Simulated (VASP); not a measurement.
Si4C5, 9 atoms in the cell. The cell holds a slab with vacuum, 9 atoms: a = 3.092 Å, b = 3.092 Å, c = 25.234 Å, α = 90.00°, β = 90.00°, γ = 120.00°. 

| Property | Result |
| --- | --- |
| Program | VASP 6.6.1 |
| Task | single point |
| Functional | PBE |
| Potentials or basis | VASP PAW PBE potentials, release 64 (C, Si) |
| Cutoff | 520 eV |
| k mesh | 9 × 9 × 1 |
| Occupations | gaussian, width 0.05 eV |
| Spin | collinear spin |
| Starting moments | [0.0, 0.0, 0.0, 0.0, 2.0, 0.0, 0.0, 0.0, 0.0] μB |
| Dipole correction | yes |
| Further INCAR settings | ALGO = Normal; EDIFF = 1e-07; NBANDS = 32 |

Potentials or basis: VASP PAW PBE potentials, release 64 (C, Si).

Run with:

```bash
$ cat potpaw_PBE.64/C/POTCAR potpaw_PBE.64/Si/POTCAR > POTCAR
$ mpirun -np 1 vasp_std > vasp.out
```

Hardware: 1 × NVIDIA H100 80GB with 1 thread of AMD EPYC 7R13 Processor (Zen 3) (shared host).

**Question.** How long does it take, and how much memory?

**Answer.** Run time: 10 min on 1 × NVIDIA H100 80GB with 1 thread of AMD EPYC 7R13 Processor (Zen 3), on a shared host, peak memory 1.5 GiB. Counts: scf iterations 54, k points 25.
